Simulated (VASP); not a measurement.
Zn3Cl2:

```
CELL_PARAMETERS angstrom
3.46339 0.00000 0.00000
-1.73170 2.99938 0.00000
0.00000 0.00000 10.62564
ATOMIC_POSITIONS crystal
Zn 0.00000 0.00000 0.00000
Zn 0.33333 0.66667 0.82401
Zn 0.66667 0.33333 0.17599
Cl 0.33333 0.66667 0.31225
Cl 0.66667 0.33333 0.68775
```

```yaml
Program: VASP 6.6.1
Task: relaxation of cell and atoms
Functional: PBE
Potentials_or_basis: VASP PAW PBE potentials, release 64 (Zn, Cl)
Cutoff: 600 eV
k_mesh: 12 × 12 × 4
Occupations: gaussian, width 0.1 eV
Spin: no spin polarisation
```

At the start: pressure 0.1 GPa; volume 22.08 Å³/atom.

Problem. How do energy, volume and symmetry change on relaxing?

Solution. Over 6 steps the energy falls by 2.8 meV/atom and the volume is 22.09 Å³/atom (+0.1 %); space group P-3m1 (No. 164, to 0.1 Å) before and after.

Step by step:
```csv
step,energy change (eV),largest force (eV/Å),pressure (GPa),volume (Å³)
1,0.0000,0.1034,0.09,110.38
2,-0.0067,0.0906,-0.02,110.58
3,-0.0124,0.0870,-0.36,111.16
4,-0.0130,0.0596,-0.31,111.02
5,-0.0136,0.0358,0.24,110.11
6,-0.0139,0.0016,0.01,110.45
```

Final structure:
```yaml
crystal:
  lattice:
    - [3.42554, 0.00000, 0.00000]
    - [-1.71277, 2.96661, 0.00000]
    - [0.00000, 0.00000, 10.86833]
  atoms:
    - { symbol: Zn, position: [0.00000, 0.00000, 0.00000] }
    - { symbol: Zn, position: [0.33333, 0.66667, 0.82214] }
    - { symbol: Zn, position: [0.66667, 0.33333, 0.17786] }
    - { symbol: Cl, position: [0.33333, 0.66667, 0.31283] }
    - { symbol: Cl, position: [0.66667, 0.33333, 0.68717] }
```

Caveat: this functional lacks dispersion, which binds layers or chains, so the pressure and a relaxed spacing across them are unreliable.
